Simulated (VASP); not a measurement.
# Mg8HO8 (a cell with a defect) in VASP: further runs

Mg8HO8 (a cell with a defect) is run at these levels: LDA; tasks: single point.

Program: VASP 6.6.1. These are calculated values, not measurements. Logs are shortened: lines on timing, memory, paths and dates and some standing lists are left out, and cuts for length are marked.

## (1) The cell of the first run

The cell holds a defect, 17 atoms: a = 6.080 Å, b = 6.080 Å, c = 6.080 Å, α = 60.00°, β = 60.00°, γ = 60.00°.

## (2) Single point, LDA

File INCAR:

```
SYSTEM = Mg8HO8
PREC = Accurate
ENCUT = 520
EDIFF = 1E-6
ISMEAR = -1
SIGMA = 0.02
LREAL = Auto
LASPH = .TRUE.
NELM = 60
ALGO = Normal
ISIF = 2
LWAVE = .FALSE.
LCHARG = .FALSE.
NBANDS = 46
NELECT = 64.0
```

File KPOINTS:

```
Automatic mesh
0
G
  2 2 2
  0 0 0
```

File POSCAR:

```
Mg8HO8
1.0
    0.0000000000      4.2993000000      4.2993000000
    4.2993000000      0.0000000000      4.2993000000
    4.2993000000      4.2993000000      0.0000000000
Mg O H
8 8 1
Direct
   -0.0209535273      0.0233476380      0.0187210709
   -0.0119569465      0.0007109297      0.5107879190
   -0.0209527132      0.4791389296      0.0187202568
   -0.0007717535      0.4993222152      0.5023799223
    0.4962629963     -0.0036458261      0.0112821855
    0.5006164957      0.0007141860      0.5107876864
    0.5232412253      0.4791489312      0.0187144419
    0.5006169609      0.4881344637      0.5107867560
    0.2472542042      0.2529102412      0.2527397483
    0.2432750680      0.2478486033      0.7612800921
    0.2472537390      0.7473486382      0.2527413765
    0.2493325658      0.7494142070      0.7520904566
    0.7438919126      0.2439923941      0.2683777592
    0.7477563789      0.2478484870      0.7612771847
    0.7528283674      0.7473467774      0.2527313749
    0.7477562626      0.7433697346      0.7612779987
    0.1829351290      0.6830660805     -0.0488105040
```

Potentials or basis: VASP PAW LDA potentials, release 64 (Mg, O, H).

Command:

```sh
$ cat potpaw_LDA.64/Mg/POTCAR potpaw_LDA.64/O/POTCAR potpaw_LDA.64/H/POTCAR > POTCAR
$ mpirun -np 1 vasp_std > vasp.out
```

OUTCAR:

```text
SYSTEM = Mg8HO8
   PREC = Accurate
   ENCUT = 520
   EDIFF = 1E-6
   ISMEAR = -1
   LREAL = Auto
   LASPH = .TRUE.
   NELM = 60
   ISIF = 2
   NELECT = 64.0

 ion  position               nearest neighbor table
   1  0.979  0.023  0.019-  17 1.94  13 2.02  10 2.11  14 2.11  15 2.17  11 2.17  12 2.32   3 2.77
                             7 2.77   2 2.95   6 2.95   4 3.02   5 3.04   5 3.04   4 3.07   6 3.13
   2  0.988  0.001  0.511-  13 2.09  14 2.14  16 2.14  12 2.16  11 2.20   9 2.20   1 2.95   3 2.95
                             8 2.96   6 2.96   5 3.02   4 3.04   4 3.04   5 3.06   6 3.12   8 3.12
   3  0.979  0.479  0.019-  17 1.94  13 2.02  10 2.11  16 2.11  15 2.17   9 2.17  12 2.32   1 2.77
                             7 2.77   2 2.95   8 2.95   4 3.02   5 3.04   5 3.04   4 3.07   8 3.13
   4  0.999  0.499  0.502-  15 2.13  11 2.13   9 2.13  14 2.16  16 2.16  10 2.16   1 3.02   3 3.02
                             7 3.02   6 3.04   8 3.04   2 3.04   2 3.04   8 3.04   6 3.04   7 3.07
   5  0.496  0.996  0.011-   9 2.14  11 2.14  15 2.14  14 2.16  16 2.16  10 2.16   2 3.02   6 3.02
                             8 3.02   7 3.04   7 3.04   1 3.04   3 3.04   3 3.04   1 3.04   8 3.06
   6  0.501  0.001  0.511-  13 2.09  10 2.14  16 2.14  12 2.16   9 2.20  15 2.20   1 2.95   7 2.95
                             8 2.96   2 2.96   5 3.02   4 3.04   4 3.04   5 3.06   2 3.12   8 3.12
   7  0.523  0.479  0.019-  17 1.94  13 2.02  16 2.11  14 2.11   9 2.17  11 2.17  12 2.32   1 2.77
                             3 2.77   8 2.95   6 2.95   4 3.02   5 3.04   5 3.04   4 3.07   6 3.13
   8  0.501  0.488  0.511-  13 2.09  10 2.14  14 2.14  12 2.16  11 2.20  15 2.20   3 2.95   7 2.95
                             6 2.96   2 2.96   5 3.02   4 3.04   4 3.04   5 3.06   2 3.12   6 3.12
   9  0.247  0.253  0.253-   4 2.13   5 2.14   7 2.17   3 2.17   6 2.20   2 2.20
  10  0.243  0.248  0.761-   1 2.11   3 2.11   6 2.14   8 2.14   5 2.16   4 2.16
  11  0.247  0.747  0.253-   4 2.13   5 2.14   7 2.17   1 2.17   8 2.20   2 2.20
  12  0.249  0.749  0.752-  17 0.99   8 2.16   6 2.16   2 2.16   7 2.32   3 2.32   1 2.32
  13  0.744  0.244  0.268-   1 2.02   3 2.02   7 2.02   8 2.09   6 2.09   2 2.09
  14  0.748  0.248  0.761-   1 2.11   7 2.11   2 2.14   8 2.14   5 2.16   4 2.16
  15  0.753  0.747  0.253-   4 2.13   5 2.14   3 2.17   1 2.17   8 2.20   6 2.20
  16  0.748  0.743  0.761-   3 2.11   7 2.11   2 2.14   6 2.14   5 2.16   4 2.16
  17  0.183  0.683  0.951-  12 0.99   1 1.94   3 1.94   7 1.94

  LATTYP: Found a face centered cubic cell.
 ALAT       =     8.5986000000

  Lattice vectors:

 A1 = (   0.0000000000,   4.2993000000,   4.2993000000)
 A2 = (   4.2993000000,   0.0000000000,   4.2993000000)
 A3 = (   4.2993000000,   4.2993000000,   0.0000000000)

Analysis of symmetry for initial positions (statically):
=====================================================================
 Subroutine PRICEL returns:
 Original cell was already a primitive cell.

 Routine SETGRP: Setting up the symmetry group for a
 face centered cubic supercell.

 Subroutine GETGRP returns: Found  2 space group operations
 (whereof  1 operations were pure point group operations)
 out of a pool of 48 trial point group operations.

The static configuration has the point symmetry C_1 .
 The point group associated with its full space group is C_1h.

Analysis of symmetry for dynamics (positions and initial velocities):
=====================================================================
 Subroutine PRICEL returns:
 Original cell was already a primitive cell.

 Routine SETGRP: Setting up the symmetry group for a
 face centered cubic supercell.

 Subroutine GETGRP returns: Found  2 space group operations
 (whereof  1 operations were pure point group operations)
 out of a pool of 48 trial point group operations.

The dynamic configuration has the point symmetry C_1 .
 The point group associated with its full space group is C_1h.

 Subroutine INISYM returns: Found  2 space group operations
 (whereof  1 operations are pure point group operations),
 and found     1 'primitive' translations

----------------------------------------------------------------------------------------

                                     Primitive cell

  volume of cell :     158.9364

  direct lattice vectors                    reciprocal lattice vectors
     0.000000000  4.299300000  4.299300000    -0.116298002  0.116298002  0.116298002
     4.299300000  0.000000000  4.299300000     0.116298002 -0.116298002  0.116298002
     4.299300000  4.299300000  0.000000000     0.116298002  0.116298002 -0.116298002

  length of vectors
     6.080128369  6.080128369  6.080128369     0.201434048  0.201434048  0.201434048

  position of ions in fractional coordinates (direct lattice)
     0.979046473  0.023347638  0.018721071
     0.988043054  0.000710930  0.510787919
     0.979047287  0.479138930  0.018720257
     0.999228247  0.499322215  0.502379922
     0.496262996  0.996354174  0.011282186
     0.500616496  0.000714186  0.510787686
[... 9 lines left out ...]
     0.747756263  0.743369735  0.761277999
     0.182935129  0.683066080  0.951189496

  ion indices of the primitive-cell ions
   primitive index   ion index
                 1           1
                 2           2
                 3           3
                 4           4
                 5           5
                 6           6
[... 9 lines left out ...]
                16          16
                17          17

----------------------------------------------------------------------------------------

 KPOINTS: Automatic mesh

Automatic generation of k-mesh.
 Grid dimensions read from file:
 generate k-points for:    2    2    2

 Generating k-lattice:

  Cartesian coordinates                     Fractional coordinates (reciprocal lattice)
    -0.058149001  0.058149001  0.058149001     0.500000000  0.000000000  0.000000000
     0.058149001 -0.058149001  0.058149001     0.000000000  0.500000000  0.000000000
     0.058149001  0.058149001 -0.058149001     0.000000000  0.000000000  0.500000000

  Length of vectors
     0.100717024  0.100717024  0.100717024

  Shift w.r.t. Gamma in fractional coordinates (k-lattice)
     0.000000000  0.000000000  0.000000000

 Subroutine IBZKPT returns following result:
[... 24 lines left out ...]
   ISPIN  =      1    spin polarized calculation?
   LNONCOLLINEAR =      F non collinear calculations
   LSORBIT =      F    spin-orbit coupling
   LASPH  =      T    aspherical Exc in radial PAW
   ENCUT  =  520.0 eV  38.22 Ry    6.18 a.u.  11.31 11.31 11.31*2*pi/ulx,y,z
   NELM   =     60;   NELMIN=  2; NELMDL= -5     # of ELM steps
   EDIFF  = 0.1E-05   stopping-criterion for ELM
   LREAL  =      T    real-space projection
   EDIFFG = 0.1E-04   stopping-criterion for IOM
   NSW    =      0    number of steps for IOM
   IBRION =     -1    ionic relax: 0-MD 1-quasi-New 2-CG
   NFREE  =      0    steps in history (QN), initial steepest desc. (CG)
   ISIF   =      2    stress and relaxation
   ISYM   =      2    0-nonsym 1-usesym 2-fastsym
   POTIM  = 0.5000    time-step for ionic-motion
   TEBEG  =    0.0;   TEEND  =   0.0 temperature during run
   PSTRESS=    0.0 pullay stress
   NELECT =      64.0000    total number of electrons
   NUPDOWN=      -1.0000    fix difference up-down
   EMIN   =  10.00;   EMAX   =-10.00  energy-range for DOS
   EFERMI =   0.00;   METHOD = LEGACY
   ISMEAR =    -1;   SIGMA  =   0.02  broadening in eV -4-tet -1-fermi 0-gaus
   EFERMI_NEDOS =   21; number of points for ismear=-14 and -15
   IALGO  =     38    algorithm
   IMIX   =      4    mixing-type and parameters
     AMIX     =   0.40;   BMIX     =  1.00
     AMIX_MAG =   1.60;   BMIX_MAG =  1.00
  volume/ion in A,a.u.               =       9.35        63.09
  Fermi-wavevector in a.u.,A,eV,Ry     =   1.208909  2.284507 19.884395  1.461462
  Thomas-Fermi vector in A             =   2.344503
   LORBIT       =      0    0 simple, 1 ext, 2 COOP (PROOUT), +10 PAW based schemes
   GGA     = CA    functional components
   LHFCALC =     F    Hartree Fock is set to
   AEXX    =    0.0000 exact exchange contribution
   IVDW    =     0    specifies the selected vdW correction
   LEPSILON=     F    determine dielectric tensor
   LRPA    =     F    only Hartree local field effects (RPA)
 non-spin polarized calculation
  energy-cutoff  :      520.00
  volume of cell :      158.94
 maximum number of plane-waves:      4314
 NGX is ok and might be reduce to    48
   NGX = 23   NGY = 23   NGZ = 23

 number of electron      64.0000003 magnetization

 Free energy of the ion-electron system (eV)
  ---------------------------------------------------
  ext. energy  EPLUGINS =         0.00000000
  ---------------------------------------------------
  free energy    TOTEN  =      -113.56782633 eV

  energy without entropy =     -113.56782633  energy(sigma->0) =     -113.56782633

 E-fermi :   3.0411     XC(G=0): -11.2802

 val. band max:        2.5597774615   @ k =   0.0000   0.0000   0.0000
 cond. band min:       6.2175094946   @ k =   0.0000   0.0000   0.0000
 fundamental gap:      3.6577320331
 Fermi energy:         3.0411463925

 k-point     1 :       0.0000    0.0000    0.0000
  band No.  band energies     occupation
      1     -16.7178      2.00000
      2     -14.0090      2.00000
      3     -13.1493      2.00000
      4     -12.7434      2.00000
      5     -12.7401      2.00000
      6     -12.7401      2.00000
[... 36 lines left out ...]
     43      11.8068      0.00000
     44      13.4704      0.00000

 k-point     2 :       0.5000    0.0000    0.0000
  band No.  band energies     occupation
      1     -16.6982      2.00000
      2     -13.8323      2.00000
      3     -13.1563      2.00000
      4     -13.0385      2.00000
      5     -12.6580      2.00000
      6     -12.6512      2.00000
[... 36 lines left out ...]
     43      13.1129      0.00000
     44      13.3459      0.00000

 k-point     3 :       0.0000    0.5000    0.0000
  band No.  band energies     occupation
      1     -16.6982      2.00000
      2     -13.8323      2.00000
      3     -13.1563      2.00000
      4     -13.0384      2.00000
      5     -12.6579      2.00000
      6     -12.6512      2.00000
[... 36 lines left out ...]
     43      13.1129      0.00000
     44      13.3460      0.00000

 k-point     4 :       0.0000    0.0000    0.5000
  band No.  band energies     occupation
      1     -16.6951      2.00000
      2     -13.8242      2.00000
      3     -13.2095      2.00000
      4     -13.0147      2.00000
      5     -12.6564      2.00000
      6     -12.6564      2.00000
[... 36 lines left out ...]
     43      13.0532      0.00000
     44      13.3068      0.00000

 k-point     5 :       0.5000    0.5000    0.0000
  band No.  band energies     occupation
      1     -16.6918      2.00000
      2     -13.7473      2.00000
      3     -13.2386      2.00000
      4     -12.8244      2.00000
      5     -12.8107      2.00000
      6     -12.8055      2.00000
[... 36 lines left out ...]
     43      13.4203      0.00000
     44      13.4757      0.00000

 k-point     6 :       0.5000    0.0000    0.5000
  band No.  band energies     occupation
      1     -16.6918      2.00000
      2     -13.7473      2.00000
      3     -13.2387      2.00000
      4     -12.8243      2.00000
      5     -12.8107      2.00000
      6     -12.8055      2.00000
[... 36 lines left out ...]
     43      13.4202      0.00000
     44      13.4758      0.00000
 [bands above 44 left out]

------------------------ aborting loop because EDIFF is reached ----------------------------------------

  FORCE on cell =-STRESS in cart. coord.  units (eV):
  Direction    XX          YY          ZZ          XY          YZ          ZX
  --------------------------------------------------------------------------------------
  -------------------------------------------------------------------------------------
  Total      -18.9556559    -18.9584995    -18.9556559     -1.8032485      1.8032485      1.8063722
  in kB     -191.0848038   -191.1134693   -191.0848038    -18.1778671     18.1778672     18.2093551
  external PRESSURE =    -191.0943590 kB  Pullay stress =       0.0000000 kB

 VOLUME and BASIS-vectors are now :
 -----------------------------------------------------------------------------
  energy-cutoff  :      520.00
  volume of cell :      158.94
      direct lattice vectors                 reciprocal lattice vectors
     0.000000000  4.299300000  4.299300000    -0.116298002  0.116298002  0.116298002
     4.299300000  0.000000000  4.299300000     0.116298002 -0.116298002  0.116298002
     4.299300000  4.299300000  0.000000000     0.116298002  0.116298002 -0.116298002

 POSITION                                       TOTAL-FORCE (eV/Angst)
 -----------------------------------------------------------------------------------
      0.18087      4.28970      4.30959         0.008190     -0.001736      0.001806
      2.19909      6.44392      4.25095         0.000873     -0.004980     -0.000873
      2.14045      4.28970      6.26918        -0.001806     -0.001736     -0.008190
      4.30662      6.45586      6.44272         0.003387      0.003350     -0.003387
      4.33213      2.18209      6.41721        -0.008667     -0.008714      0.008667
      2.19910      4.34833      2.15537         0.000938      0.000891      0.004997
[... 9 lines left out ...]
      6.46893      6.48779      6.41080         0.003758     -0.004014      0.004281
      7.02616      4.87594      3.72320         0.117239      0.117388     -0.117239
 -----------------------------------------------------------------------------------
    total drift:                                0.084523      0.003646      0.076714

  FREE ENERGIE OF THE ION-ELECTRON SYSTEM (eV)
  ---------------------------------------------------
  free  energy   TOTEN  =      -113.5678263333 eV

  energy  without entropy=     -113.5678263333  energy(sigma->0) =     -113.56782633
```

It took 80 s on 1 thread of Intel Xeon Platinum 8259CL at 2.50GHz (Skylake/Cascade Lake), shared host; peak memory 0.27 GiB.

What came out:

```
Free energy   : -113.5678 eV
Largest force : 0.204 eV/Å
```

Forces on the atoms (eV/Å):
```
Mg   0.008 -0.002  0.002
Mg   0.001 -0.005 -0.001
Mg  -0.002 -0.002 -0.008
Mg   0.003  0.003 -0.003
Mg  -0.009 -0.009  0.009
Mg   0.001  0.001  0.005
Mg  -0.002  0.008  0.002
Mg  -0.005  0.001 -0.001
O    0.011 -0.003  0.002
O   -0.004  0.004  0.004
O   -0.002 -0.003 -0.011
O   -0.118 -0.118  0.118
O    0.003  0.003 -0.003
O   -0.004 -0.004 -0.004
O   -0.003  0.011  0.003
O    0.004 -0.004  0.004
H    0.117  0.117 -0.117
```

Levels at points of the mesh, in eV from the Fermi level:
| k point | band 29 | band 30 | band 31 | band 32 | band 33 | band 34 | band 35 | band 36 |
| --- | --- | --- | --- | --- | --- | --- | --- | --- |
| (0.00, 0.00, 0.00) | -0.82 | -0.54 | -0.48 | -0.48 | 3.18 | 5.56 | 6.79 | 6.96 |
| (0.50, 0.00, 0.00) | -0.80 | -0.76 | -0.74 | -0.72 | 4.96 | 5.96 | 7.42 | 8.32 |
| (0.00, 0.50, 0.00) | -0.80 | -0.76 | -0.74 | -0.72 | 4.96 | 5.96 | 7.42 | 8.32 |
| (0.00, 0.00, 0.50) | -0.81 | -0.81 | -0.70 | -0.70 | 5.44 | 5.95 | 7.25 | 8.46 |
| (0.50, 0.50, 0.00) | -1.00 | -0.97 | -0.90 | -0.82 | 5.81 | 6.76 | 7.54 | 8.13 |
| (0.50, 0.00, 0.50) | -1.00 | -0.97 | -0.90 | -0.82 | 5.81 | 6.76 | 7.54 | 8.13 |

Caveat: the k points lie up to 0.63 Å⁻¹ apart; the cell carries a net charge on a neutralising background, which shifts energy and pressure; the cell is charged against a uniform background, so pressure and absolute levels hang on convention.

## (3) Single point, LDA

File INCAR:

```
SYSTEM = Mg8HO8
  PREC = Accurate
  ENCUT = 520
  EDIFF = 1E-6
  ISMEAR = -1
  SIGMA = 0.02
  LREAL = Auto
  LASPH = .TRUE.
  NELM = 80
  ALGO = Normal
  ISIF = 2
  LWAVE = .FALSE.
  LCHARG = .TRUE.
  GGA = CA
  LELF = .TRUE.
  LVHAR = .TRUE.
  NELECT = 64.0
  NBANDS = 46
```

File KPOINTS:

```
regular mesh
0
G
  2 2 2
  0 0 0
```

File POSCAR:

```
Mg8HO8
1.0
    0.0000000000      4.2993000000      4.2993000000
    4.2993000000      0.0000000000      4.2993000000
    4.2993000000      4.2993000000      0.0000000000
Mg O H
8 8 1
Direct
   -0.0229826949      0.0211714698      0.0203985533
   -0.0003528481      0.0122103598      0.4988630707
   -0.0003707580      0.4996622706      0.0114169749
    0.0039226153      0.5039512246      0.5031790059
    0.5009950457      0.0010241202      0.0002388761
    0.5211698416      0.0211991487      0.4762611355
    0.5211363478      0.4770519619      0.0203929709
    0.5121817505      0.4996778545      0.4988605122
    0.2569153118      0.2525122694      0.2517451678
    0.2530014188      0.2473984137      0.7522301305
    0.2529916498      0.7530221199      0.2466303817
    0.2509335241      0.7509577140      0.7502189891
    0.7563262624      0.2563599888      0.2555514851
    0.7524900565      0.2525175028      0.7561660038
    0.7524840090      0.7569447352      0.2517445863
    0.7473737585      0.7530304933      0.7522289675
    0.3173457307      0.8173924825     -0.1834602145
```

Potentials or basis: VASP PAW LDA potentials, release 64 (Mg, O, H).

Command:

```sh
$ cat potpaw_LDA.64/Mg/POTCAR potpaw_LDA.64/O/POTCAR potpaw_LDA.64/H/POTCAR > POTCAR
$ mpirun -np 1 vasp_std > vasp.out
```

Wall time 1.8 min (1 thread of Intel Xeon Platinum 8259CL at 2.50GHz (Skylake/Cascade Lake), shared host); peak memory 0.28 GiB.

Results (log left out):

```yaml
Free_energy: -113.5679 eV
Largest_force: 0.193 eV/Å
```

Forces in eV/Å, atoms in the order of the input:
```
Mg   0.014 -0.002 -0.002
Mg   0.000 -0.009 -0.001
Mg   0.000  0.000 -0.010
Mg  -0.005 -0.005 -0.005
Mg   0.004  0.004  0.004
Mg  -0.003 -0.003  0.014
Mg  -0.002  0.014 -0.002
Mg  -0.009  0.000 -0.001
O    0.002 -0.004 -0.004
O   -0.002  0.010 -0.001
O   -0.001 -0.001  0.007
O   -0.113 -0.113 -0.110
O    0.004  0.004  0.003
O   -0.004 -0.004  0.002
O   -0.004  0.002 -0.004
O    0.009 -0.002 -0.001
H    0.111  0.111  0.110
```

Levels at points of the mesh, in eV from the Fermi level:
```tsv
k point	band 29	band 30	band 31	band 32	band 33	band 34	band 35	band 36
(0.00, 0.00, 0.00)	-0.82	-0.54	-0.48	-0.48	3.18	5.56	6.79	6.96
(0.50, 0.00, 0.00)	-0.80	-0.76	-0.74	-0.72	4.96	5.96	7.41	8.32
(0.00, 0.50, 0.00)	-0.80	-0.76	-0.74	-0.72	4.96	5.96	7.41	8.32
(0.00, 0.00, 0.50)	-0.80	-0.76	-0.74	-0.72	4.96	5.96	7.41	8.32
(0.50, 0.50, 0.50)	-0.81	-0.81	-0.70	-0.70	5.44	5.95	7.25	8.46
(0.50, 0.50, 0.00)	-1.00	-0.97	-0.91	-0.82	5.81	6.76	7.54	8.12
(0.00, 0.50, 0.50)	-1.00	-0.97	-0.90	-0.82	5.81	6.76	7.54	8.12
(0.50, 0.00, 0.50)	-1.00	-0.97	-0.90	-0.82	5.81	6.76	7.54	8.12
```

Caveat: the k points lie up to 0.63 Å⁻¹ apart; the cell carries a net charge on a neutralising background, which shifts energy and pressure; the cell is charged against a uniform background, so pressure and absolute levels hang on convention.
